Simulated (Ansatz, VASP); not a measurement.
## One calculation of C, two programs

INCAR

```
PREC = Accurate
ENCUT = 520
EDIFF = 1E-6
ISMEAR = 0
SIGMA = 0.1
LREAL = F
LASPH = T
NELM = 80
ALGO = Normal
ISIF = 2
LWAVE = F
LCHARG = F
LDIPOL = T
IDIPOL = 3
DIPOL = 0.5 0.5 0.352
GGA = PE
IVDW = 12
NBANDS = 16
```

KPOINTS

```
Automatic mesh
0
Gamma
  15 15 1
```

The input POSCAR:

```
C
1.0
    2.4657189596      0.0000000000      0.0000000000
   -1.2328594798      2.1353752576      0.0000000000
    0.0000000000      0.0000000000     17.5000000000
C
4
Direct
    0.3333333333      0.6666666667      0.2571428571
    0.6666666667      0.3333333333      0.2571428571
    0.6666666667      1.3333333333      0.4462857143
    1.0000000000      1.0000000000      0.4462857143
```

Input for Ansatz:

```yaml
crystal:
  lattice:
    - [2.4657189596, 0.0, 0.0]
    - [-1.2328594798, 2.1353752576, 0.0]
    - [0.0, 0.0, 17.5]
  atoms:
    - { symbol: C, position: [0.3333333333, 0.6666666667, 0.2571428571] }
    - { symbol: C, position: [0.6666666667, 0.3333333333, 0.2571428571] }
    - { symbol: C, position: [0.6666666667, 1.3333333333, 0.4462857143] }
    - { symbol: C, position: [1.0, 1.0, 0.4462857143] }
basis:
  ecutwfc: 420
kpoints:
  mp_grid: { grid: [15, 15, 1] }
hamiltonian:
  xc: pbe
  dispersion: d3bj
scf:
  occupations: { method: gaussian, width: 0.1 }
output:
  forces: true
  eigenvalues: true
efield:
  axis: 3
  dipole_correction: true
  ramp_width: 0.04
```

Alike in both runs: task single point; functional PBE; dispersion D3(BJ); k mesh 15 × 15 × 1; occupations gaussian, width 0.1 eV; no spin polarisation.

|  | VASP | Ansatz |
| --- | --- | --- |
| version | VASP 6.6.1 | Ansatz 0.2.0 |
| potentials or method | VASP PAW PBE potentials, release 64 (C), cutoff 520 eV | scalar-relativistic, plane waves, PAW |
| valence electrons in the cell | 16 | 16 |

```tsv
	VASP	Ansatz	Ansatz less VASP
gap on the k mesh at the Fermi level (eV)	none	none	-
rms of the force components (eV/Å)	0.011	0.011	-0.0003
```

Atom by atom the forces differ by 0.000 eV/Å (rms over components). A gap of «none» marks a metal or a gap that the smearing closes.
